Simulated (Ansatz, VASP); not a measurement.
# Two plane-wave programs on MoS

```
Mo S
1.0
     3.20534    0.00000    0.00000
    -1.60267    2.77591    0.00000
     0.00000    0.00000    3.28123
Mo S
1 1
Direct
  0.66667 0.33333 0.50000
  0.33333 0.66667 0.00000
```

Alike in both runs: task single point; functional PBE; k mesh 18 × 18 × 18; occupations gaussian, width 0.1 eV; no spin polarisation.

|  | VASP | Ansatz |
| --- | --- | --- |
| version | VASP 6.6.1 | Ansatz 0.2.0 |
| potentials or method | VASP PAW PBE potentials, release 64 (Mo_sv, S), cutoff 520 eV | scalar-relativistic, plane waves, PAW |
| valence electrons in the cell | 20 | 20 |

Ansatz gave:

```
gap on the k mesh at the Fermi level (eV)                     : none
pressure (GPa)                                                : 0.0
traceless stress, the component that is largest in VASP (GPa) : 0.00
```

Question: Which values does VASP return?

Answer: gap on the k mesh at the Fermi level (eV): none; pressure (GPa): 0.1; traceless stress, the component that is largest in VASP (GPa): 0.12.

A gap of «none» marks a metal or a gap that the smearing closes. With one functional, cell and mesh, what is left measures potentials, basis and numerics.
